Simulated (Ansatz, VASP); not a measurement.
# Two plane-wave programs on KF

```
CELL_PARAMETERS angstrom
0.00000 2.65896 2.65896
2.65896 0.00000 2.65896
2.65896 2.65896 0.00000
ATOMIC_POSITIONS crystal
K 0.00000 0.00000 0.00000
F 0.50000 0.50000 0.50000
```

Alike in both runs: task single point; functional PBE-based screened hybrid; k mesh 4 × 4 × 4; no spin polarisation.

|  | VASP | Ansatz |
| --- | --- | --- |
| version | VASP 6.6.1 | Ansatz 0.2.0 |
| potentials or method | VASP PAW PBE potentials, release 64 (K_sv, F) | plane waves |
| plane-wave cutoff (eV) | 520 | 420 |
| occupations | gaussian, width 0.01 eV | fixed |
| valence electrons in the cell | 16 | 16 |

```tsv
	VASP	Ansatz	Ansatz less VASP
gap on the k mesh at the Fermi level (eV)	13.52	13.57	+0.050
pressure (GPa)	-1.5	-1.7	-0.20
```

VASP's potentials were made for PBE, not for PBE-based screened hybrid. Ansatz's warnings: stress exchange threshold loose, stress scf threshold loose.

The k mesh is coarse, so the values compare programs but aren't converged.
